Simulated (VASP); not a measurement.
Write the native input for VASP 6.6.1 that does the following.

| Quantity | Value |
| --- | --- |
| Task | single point |
| Functional | PBE |
| Potentials or basis | VASP PAW PBE potentials, release 64 (Pr_3, H, Ir), 4f in core |
| Cutoff | 500 eV |
| k mesh | 6 × 6 × 4 |
| Occupations | gaussian, width 0.1 eV |
| Spin | no spin polarisation |
| Dipole correction | no |
| Mended | yes |
| Further INCAR settings | ALGO = Normal; EDIFF = 1e-06; NBANDS = 19 |

The structure of PrH2Ir lies in POSCAR:

```
PrH2Ir
1.0
    2.0840004500     -2.2382414200      0.0000000000
    2.0840004500      2.2382414200      0.0000000000
    0.0000000000      0.0000000000      7.2325606100
Pr H Ir
1 2 1
Direct
    0.0000000000      0.0000000000      0.5000000000
    0.7024707500      0.2975292500      0.0000000000
    0.2975292500      0.7024707500      0.0000000000
    0.0000000000      0.0000000000      0.0000000000
```

The cell was built from a structure type or drawn by symmetry, and may not be a known phase.

The input as run:

INCAR

```
SYSTEM = PrH2Ir
ALGO = Normal ; EDIFF = 1E-6
ENCUT = 500 ; GGA = PE
GGA_COMPAT = .False. ; ISIF = 2
ISMEAR = 0 ; LASPH = .True.
LCHARG = .False. ; LMAXMIX = 6
LREAL = .False. ; LWAVE = .False.
NBANDS = 19 ; NELM = 200
PREC = Accurate ; SIGMA = 0.1
```

KPOINTS

```
k-points
0
Gamma
  6 6 4
  0 0 0
```

Potentials or basis: VASP PAW PBE potentials, release 64 (Pr_3, H, Ir), 4f in core.

Launch:

```bash
$ cat potpaw_PBE.64/Pr_3/POTCAR potpaw_PBE.64/H/POTCAR potpaw_PBE.64/Ir/POTCAR > POTCAR
$ mpirun -np 1 vasp_std > vasp.out
```

It gave:

| Quantity | Value |
| --- | --- |
| Pressure | 16.3 GPa |
| Largest force | 11.508 eV/Å |
| Band gap on the k mesh | zero (bands 11 and 12 overlap by 1.20 eV) |

Caveat: the cell stands under pressure; spin-orbit coupling is left out, which moves the levels of the heavy elements; the 4f electrons are frozen in the core, so they carry no moment and show no levels; forces of over 1 eV/Å act on the atoms, so gaps and moduli don't describe the material at rest.

It took 55 s on 1 thread of Intel(R) Xeon(R) Platinum 8259CL CPU @ 2.50GHz (Skylake/Cascade Lake) (shared host), peak memory 0.21 GiB.
